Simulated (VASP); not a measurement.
# KI (Fm-3m) in VASP: notebook

The runs below take KI through vibrations by perturbation theory, with PBEsol.

All numbers are computed with VASP 6.6.1; they aren't measurements. Logs are shortened: lines on timing, memory, paths and dates and some standing lists are left out, and cuts for length are marked.

### 1 The cell of the first run

The structure is cubic, space group Fm-3m (No. 225). Conventional cell: a = 6.958 Å, b = 6.958 Å, c = 6.958 Å, α = 90.00°, β = 90.00°, γ = 90.00°. K (site symmetry m-3m) has 6 I at 3.48 Å within 4.6 Å. I (site symmetry m-3m) has 6 K at 3.48 Å within 4.6 Å.

### 2 Vibrations by perturbation theory, PBEsol (42.11 Å³/atom)

INCAR reads:

```
  PREC = Accurate
  ENCUT = 520
  EDIFF = 1E-8
  ISMEAR = 0
  SIGMA = 0.01
  LREAL = False
  LASPH = True
  NELM = 60
  ALGO = Normal
  ISIF = 2
  LWAVE = False
  LCHARG = False
  GGA = PS
  IBRION = 8
  NSW = 1
```

KPOINTS reads:

```
Automatic mesh
0
Gamma
  6 6 6
```

POSCAR reads:

```
KI
1.0
    0.0000000000      3.4789733323      3.4789733323
    3.4789733323      0.0000000000      3.4789733323
    3.4789733323      3.4789733323      0.0000000000
K I
1 1
Direct
    0.0000000000      0.0000000000      0.0000000000
    0.5000000000      0.5000000000      0.5000000000
```

Potentials or basis: VASP PAW PBE potentials, release 64 (K_sv, I).

Command:

```
$ cat potpaw_PBE.64/K_sv/POTCAR potpaw_PBE.64/I/POTCAR > POTCAR
$ mpirun -np 1 vasp_std > vasp.out
```

OUTCAR:

```text
PREC = Accurate
   ENCUT = 520
   EDIFF = 1E-8
   ISMEAR = 0
   LREAL = False
   LASPH = True
   NELM = 60
   ISIF = 2
   GGA = PS
   IBRION = 8
   NSW = 1

 ion  position               nearest neighbor table
   1  0.000  0.000  0.000-   2 3.48   2 3.48   2 3.48   2 3.48   2 3.48   2 3.48
   2  0.500  0.500  0.500-   1 3.48   1 3.48   1 3.48   1 3.48   1 3.48   1 3.48

  LATTYP: Found a face centered cubic cell.
 ALAT       =     6.9579466646

  Lattice vectors:

 A1 = (   0.0000000000,   3.4789733323,   3.4789733323)
 A2 = (   3.4789733323,   0.0000000000,   3.4789733323)
 A3 = (   3.4789733323,   3.4789733323,   0.0000000000)

Analysis of symmetry for initial positions (statically):
=====================================================================
 Subroutine PRICEL returns:
 Original cell was already a primitive cell.

 Routine SETGRP: Setting up the symmetry group for a
 face centered cubic supercell.

 Subroutine GETGRP returns: Found 48 space group operations
 (whereof 48 operations were pure point group operations)
 out of a pool of 48 trial point group operations.

The static configuration has the point symmetry O_h .

Analysis of symmetry for dynamics (positions and initial velocities):
=====================================================================
 Subroutine PRICEL returns:
 Original cell was already a primitive cell.

 Routine SETGRP: Setting up the symmetry group for a
 face centered cubic supercell.

 Subroutine GETGRP returns: Found 48 space group operations
 (whereof 48 operations were pure point group operations)
 out of a pool of 48 trial point group operations.

The dynamic configuration has the point symmetry O_h .

 Subroutine INISYM returns: Found 48 space group operations
 (whereof 48 operations are pure point group operations),
 and found     1 'primitive' translations

----------------------------------------------------------------------------------------

                                     Primitive cell

  volume of cell :      84.2138

  direct lattice vectors                    reciprocal lattice vectors
     0.000000000  3.478973332  3.478973332    -0.143720561  0.143720561  0.143720561
     3.478973332  0.000000000  3.478973332     0.143720561 -0.143720561  0.143720561
     3.478973332  3.478973332  0.000000000     0.143720561  0.143720561 -0.143720561

  length of vectors
     4.920011270  4.920011270  4.920011270     0.248931314  0.248931314  0.248931314

  position of ions in fractional coordinates (direct lattice)
     0.000000000  0.000000000  0.000000000
     0.500000000  0.500000000  0.500000000

  ion indices of the primitive-cell ions
   primitive index   ion index
                 1           1
                 2           2

----------------------------------------------------------------------------------------

 KPOINTS: Automatic mesh

Automatic generation of k-mesh.
 Grid dimensions read from file:
 generate k-points for:    6    6    6

 Generating k-lattice:

  Cartesian coordinates                     Fractional coordinates (reciprocal lattice)
    -0.023953427  0.023953427  0.023953427     0.166666667  0.000000000  0.000000000
     0.023953427 -0.023953427  0.023953427     0.000000000  0.166666667  0.000000000
     0.023953427  0.023953427 -0.023953427     0.000000000  0.000000000  0.166666667

  Length of vectors
     0.041488552  0.041488552  0.041488552
[... 73 lines left out ...]
   IVDW    =     0    specifies the selected vdW correction
   LEPSILON=     F    determine dielectric tensor
   LRPA    =     F    only Hartree local field effects (RPA)
 non-spin polarized calculation
 Gauss-broadening in eV      SIGMA  =   0.01
  energy-cutoff  :      520.00
  volume of cell :       84.21
 maximum number of plane-waves:      2285
 NGX is ok and might be reduce to    40
   NGX = 19   NGY = 19   NGZ = 19

--------------------------------------- Ionic step        1  -------------------------------------------

 number of electron      16.0000001 magnetization

 Free energy of the ion-electron system (eV)
  ---------------------------------------------------
  ext. energy  EPLUGINS =         0.00000000
  ---------------------------------------------------
  free energy    TOTEN  =        -5.81391038 eV

  energy without entropy =       -5.81391038  energy(sigma->0) =       -5.81391038

 E-fermi :  -0.1566     XC(G=0):  -7.5306

 val. band max:       -0.2644159524   @ k =   0.0000   0.0000   0.0000
 cond. band min:       3.6500122801   @ k =   0.0000   0.0000   0.0000
 fundamental gap:      3.9144282325
 Fermi energy:        -0.1566469449

 k-point     1 :       0.0000    0.0000    0.0000
  band No.  band energies     occupation
      1     -28.5134      2.00000
      2     -12.0727      2.00000
      3     -12.0727      2.00000
      4     -12.0727      2.00000
      5     -10.8749      2.00000
      6      -0.2644      2.00000
      7      -0.2644      2.00000
      8      -0.2644      2.00000
      9       3.6500      0.00000
     10       6.1357      0.00000
     11       6.1357      0.00000
     12       6.1357      0.00000
[... 213 lines left out ...]
      1     -28.5096      2.00000
      2     -12.1351      2.00000
      3     -12.1224      2.00000
      4     -12.1049      2.00000
      5     -10.6450      2.00000
      6      -1.2224      2.00000
      7      -0.8846      2.00000
      8      -0.8703      2.00000
      9       5.2617      0.00000
     10       6.1628      0.00000
     11       7.1167      0.00000
     12       8.1351      0.00000

------------------------ aborting loop because EDIFF is reached ----------------------------------------

  FORCE on cell =-STRESS in cart. coord.  units (eV):
  Direction    XX          YY          ZZ          XY          YZ          ZX
  --------------------------------------------------------------------------------------
  -------------------------------------------------------------------------------------
  Total        0.1640058      0.1640058      0.1640058      0.0000000      0.0000000      0.0000000
  in kB        3.1202300      3.1202300      3.1202300      0.0000000      0.0000000      0.0000000
  external PRESSURE =       3.1202300 kB  Pullay stress =       0.0000000 kB

 VOLUME and BASIS-vectors are now :
 -----------------------------------------------------------------------------
  energy-cutoff  :      520.00
  volume of cell :       84.21
      direct lattice vectors                 reciprocal lattice vectors
     0.000000000  3.478973332  3.478973332    -0.143720561  0.143720561  0.143720561
     3.478973332  0.000000000  3.478973332     0.143720561 -0.143720561  0.143720561
     3.478973332  3.478973332  0.000000000     0.143720561  0.143720561 -0.143720561

 POSITION                                       TOTAL-FORCE (eV/Angst)
 -----------------------------------------------------------------------------------
      0.00000      0.00000      0.00000        -0.000000      0.000000     -0.000000
      3.47897      3.47897      3.47897         0.000000      0.000000      0.000000
 -----------------------------------------------------------------------------------
    total drift:                                0.000000     -0.000000     -0.000000

  FREE ENERGIE OF THE ION-ELECTRON SYSTEM (eV)
  ---------------------------------------------------
  free  energy   TOTEN  =        -5.8139103811 eV

  energy  without entropy=       -5.8139103811  energy(sigma->0) =       -5.81391038

[... ionic steps 2 to 3 ...]

--------------------------------------- Ionic step        4  -------------------------------------------

------------------------ aborting loop because EDIFF is reached ----------------------------------------

[... ionic steps 5 to 6 ...]

--------------------------------------- Ionic step        7  -------------------------------------------

 Free energy of the ion-electron system (eV)
  ---------------------------------------------------
  ---------------------------------------------------
  free energy    TOTEN  =        -0.08647975 eV

  energy without entropy =       -0.08647975

------------------------ aborting loop because EDIFF is reached ----------------------------------------

 INTERNAL STRAIN TENSOR  FOR ION    2  DIRECTION 1   (eV/Angst):
 -----------------------------------------------------------------------------
     0.00317 -0.00000 -0.00000
    -0.00000  0.00076 -0.00000
     0.00000 -0.00000  0.00076

 INTERNAL STRAIN TENSOR FOR ION    2 for displacements in x,y,z  (eV/Angst):
          X           Y           Z          XY          YZ          ZX
  --------------------------------------------------------------------------------
  x     0.00000     0.00000     0.00000     0.00000     0.00000     0.00000
  y     0.00000     0.00000     0.00000     0.00000     0.00000     0.00000
  z     0.00000     0.00000     0.00000     0.00000     0.00000     0.00000

 SECOND DERIVATIVES (NOT SYMMETRIZED)
 ------------------------------------
               1X          1Y          1Z          2X          2Y          2Z
  1X    -1.212232    0.000000    0.000000    1.212232    0.000000    0.000000
  1Y     0.000000   -1.212232    0.000000    0.000000    1.212232    0.000000
  1Z     0.000000    0.000000   -1.212232    0.000000    0.000000    1.212232
  2X     1.212110    0.000000    0.000000   -1.212110    0.000000    0.000000
  2Y     0.000000    1.212110    0.000000    0.000000   -1.212110    0.000000
  2Z     0.000000    0.000000    1.212110    0.000000    0.000000   -1.212110

 Eigenvectors and eigenvalues of the dynamical matrix
 ----------------------------------------------------

   1 f  =    3.148330 THz    19.781539 2PiTHz  105.016974 cm-1    13.020439 meV
             X         Y         Z           dx          dy          dz
      0.000000  0.000000  0.000000    -0.874352    0.000000    0.000000
      3.478973  3.478973  3.478973     0.485293    0.000000    0.000000
[... 21 lines left out ...]
   6 f/i=    0.000068 THz     0.000425 2PiTHz    0.002256 cm-1     0.000280 meV
             X         Y         Z           dx          dy          dz
      0.000000  0.000000  0.000000     0.000000    0.374610    0.308507
      3.478973  3.478973  3.478973     0.000000    0.674935    0.555836

--------------------------------------------------------------------------------------------------------

 ELASTIC MODULI CONTR FROM IONIC RELAXATION (kBar)
 Direction    XX          YY          ZZ          XY          YZ          ZX
 --------------------------------------------------------------------------------
 XX           0.0000      0.0000      0.0000      0.0000      0.0000      0.0000
 YY           0.0000      0.0000      0.0000      0.0000      0.0000      0.0000
 ZZ           0.0000      0.0000      0.0000      0.0000      0.0000      0.0000
 XY           0.0000      0.0000      0.0000      0.0000      0.0000      0.0000
 YZ           0.0000      0.0000      0.0000      0.0000      0.0000      0.0000
 ZX           0.0000      0.0000      0.0000      0.0000      0.0000      0.0000
 --------------------------------------------------------------------------------
```

It took 3.7 min on 1 thread of Intel Xeon Platinum 8259CL at 2.50GHz (Skylake/Cascade Lake), shared host; peak memory 0.33 GiB.

Results:

```
Highest phonon frequency at Γ, LO-TO splitting left out : 105 cm⁻¹
```

Phonon frequencies in cm⁻¹ (negative: imaginary):
```tsv
q point	frequencies
(0.000, 0.000, 0.000)	0 0 0 105 105 105
```

Caveat: the PAW data sets were made with another functional, which shifts forces and pressure a little; spin-orbit coupling is left out, which moves the levels of the heavy elements.

### 3 Vibrations by perturbation theory, PBEsol

This run uses another cell than the first one, of 42.97 Å³/atom.

INCAR reads:

```
SYSTEM = KI
ALGO = Normal
EDIFF = 1E-8
ENCUT = 520
GGA = PS
IBRION = 8
ISIF = 2
ISMEAR = 0
LASPH = .True.
LCHARG = .False.
LREAL = .False.
LWAVE = .False.
NBANDS = 15
NELM = 100
NSW = 1
PREC = Accurate
SIGMA = 0.01
```

KPOINTS reads:

```
k-points
0
Gamma
  6 6 6
  0 0 0
```

POSCAR reads:

```
KI
1.0
    0.0000000000      3.5024806219      3.5024806219
    3.5024806219      0.0000000000      3.5024806219
    3.5024806219      3.5024806219      0.0000000000
K I
1 1
Direct
    0.0000000000      0.0000000000      0.0000000000
    0.5000000000      0.5000000000      0.5000000000
```

Potentials or basis: VASP PAW PBE potentials, release 64 (K_sv, I).

Command:

```
$ cat potpaw_PBE.64/K_sv/POTCAR potpaw_PBE.64/I/POTCAR > POTCAR
$ mpirun -np 1 vasp_std > vasp.out
```

OUTCAR:

```text
SYSTEM = KI
   EDIFF = 1E-8
   ENCUT = 520
   GGA = PS
   IBRION = 8
   ISIF = 2
   ISMEAR = 0
   LASPH = .True.
   LREAL = .False.
   NELM = 100
   NSW = 1
   PREC = Accurate

 ion  position               nearest neighbor table
   1  0.000  0.000  0.000-   2 3.50   2 3.50   2 3.50   2 3.50   2 3.50   2 3.50
   2  0.500  0.500  0.500-   1 3.50   1 3.50   1 3.50   1 3.50   1 3.50   1 3.50

  LATTYP: Found a face centered cubic cell.
 ALAT       =     7.0049612438

  Lattice vectors:

 A1 = (   0.0000000000,   3.5024806219,   3.5024806219)
 A2 = (   3.5024806219,   0.0000000000,   3.5024806219)
 A3 = (   3.5024806219,   3.5024806219,   0.0000000000)

Analysis of symmetry for initial positions (statically):
=====================================================================
 Subroutine PRICEL returns:
 Original cell was already a primitive cell.

[... 506 lines left out ...]

------------------------ aborting loop because EDIFF is reached ----------------------------------------

 INTERNAL STRAIN TENSOR  FOR ION    2  DIRECTION 1   (eV/Angst):
 -----------------------------------------------------------------------------
     0.00286 -0.00000 -0.00000
    -0.00000  0.00067  0.00000
     0.00000  0.00000  0.00067

 INTERNAL STRAIN TENSOR FOR ION    2 for displacements in x,y,z  (eV/Angst):
          X           Y           Z          XY          YZ          ZX
  --------------------------------------------------------------------------------
  x     0.00000     0.00000     0.00000     0.00000     0.00000     0.00000
  y     0.00000     0.00000     0.00000     0.00000     0.00000     0.00000
  z     0.00000     0.00000     0.00000     0.00000     0.00000     0.00000

 SECOND DERIVATIVES (NOT SYMMETRIZED)
 ------------------------------------
               1X          1Y          1Z          2X          2Y          2Z
  1X    -1.097287    0.000000    0.000000    1.097287    0.000000    0.000000
  1Y     0.000000   -1.097287    0.000000    0.000000    1.097287    0.000000
  1Z     0.000000    0.000000   -1.097287    0.000000    0.000000    1.097287
  2X     1.096938    0.000000    0.000000   -1.096938    0.000000    0.000000
  2Y     0.000000    1.096938    0.000000    0.000000   -1.096938    0.000000
  2Z     0.000000    0.000000    1.096938    0.000000    0.000000   -1.096938

 Eigenvectors and eigenvalues of the dynamical matrix
 ----------------------------------------------------

   1 f  =    2.995273 THz    18.819853 2PiTHz   99.911540 cm-1    12.387447 meV
             X         Y         Z           dx          dy          dz
      0.000000  0.000000  0.000000    -0.874374    0.000000    0.000000
      3.502481  3.502481  3.502481     0.485252    0.000000    0.000000
[... 21 lines left out ...]
   6 f/i=    0.000202 THz     0.001272 2PiTHz    0.006752 cm-1     0.000837 meV
             X         Y         Z           dx          dy          dz
      0.000000  0.000000  0.000000     0.000000   -0.297330   -0.383491
      3.502481  3.502481  3.502481     0.000000   -0.535757   -0.691010

--------------------------------------------------------------------------------------------------------

 ELASTIC MODULI CONTR FROM IONIC RELAXATION (kBar)
 Direction    XX          YY          ZZ          XY          YZ          ZX
 --------------------------------------------------------------------------------
 XX           0.0000      0.0000      0.0000      0.0000      0.0000      0.0000
 YY           0.0000      0.0000      0.0000      0.0000      0.0000      0.0000
 ZZ           0.0000      0.0000      0.0000      0.0000      0.0000      0.0000
 XY           0.0000      0.0000      0.0000      0.0000      0.0000      0.0000
 YZ           0.0000      0.0000      0.0000      0.0000      0.0000      0.0000
 ZX           0.0000      0.0000      0.0000      0.0000      0.0000      0.0000
 --------------------------------------------------------------------------------
```

OSZICAR:

```text
N       E                     dE             d eps       ncg     rms          rms(c)
DAV:   1     0.872035933574E+02    0.87204E+02   -0.64844E+03   480   0.904E+02
DAV:   2    -0.532893255874E+00   -0.87736E+02   -0.82556E+02   620   0.212E+02
DAV:   3    -0.563859867174E+01   -0.51057E+01   -0.50868E+01   693   0.452E+01
[... 46 lines left out ...]
RMM:   8    -0.866316137313E-01   -0.10203E-05    0.15397E-05  2006   0.919E-04    0.245E-04
RMM:   9    -0.866301907719E-01    0.14230E-05    0.44141E-06  1961   0.490E-04    0.200E-04
RMM:  10    -0.866308646109E-01   -0.67384E-06    0.58088E-06  2068   0.255E-04    0.390E-05
RMM:  11    -0.866308359902E-01    0.28621E-07    0.96069E-07  2148   0.131E-04    0.351E-05
RMM:  12    -0.866307913682E-01    0.44622E-07    0.10704E-06  2025   0.894E-05    0.229E-05
RMM:  13    -0.866307904184E-01    0.94978E-09    0.66079E-08  2103   0.657E-05    0.120E-05
 Linear response finished
```

stdout:

```text
POSCAR found type information on POSCAR K I
 POSCAR found :  2 types and       2 ions
 scaLAPACK will be used
 -----------------------------------------------------------------------------
|                                                                             |
|                                                                             |
|     You enforced a specific xc type in the INCAR file but a different       |
|     I HOPE YOU KNOW WHAT YOU ARE DOING!                                     |
|                                                                             |
 -----------------------------------------------------------------------------

 LDA part: xc-table for (Slater+PW92), standard interpolation
 POSCAR, INCAR and KPOINTS ok, starting setup
 FFT: planning ... GRIDC
 FFT: planning ... GRID_SOFT
 FFT: planning ... GRID
 WAVECAR not read
 entering main loop
 Linear response reoptimize wavefunctions to high precision
 Linear response DOF=           2
 Linear response progress:
 first order change of Fermi-energy   0.14031E-04
 force on displaced ion       1 direction 1 :  -1.097   0.000   0.000
 Linear response progress:
 first order change of Fermi-energy   0.20428E-03
 force on displaced ion       2 direction 1 :  -1.097   0.000   0.000
 Linear response finished
```

Wall time 5.2 min (1 thread of Intel Xeon Platinum 8259CL at 2.50GHz (Skylake/Cascade Lake), shared host); peak memory 0.34 GiB.

Results:

| Property | Result |
| --- | --- |
| Highest phonon frequency at Γ, LO-TO splitting left out | 100 cm⁻¹ |

Phonon frequencies in cm⁻¹ (negative: imaginary):
```
              q point        frequencies
(0.000, 0.000, 0.000)  0 0 0 100 100 100
```

Caveat: the PAW data sets were made with another functional, which shifts forces and pressure a little; spin-orbit coupling is left out, which moves the levels of the heavy elements.
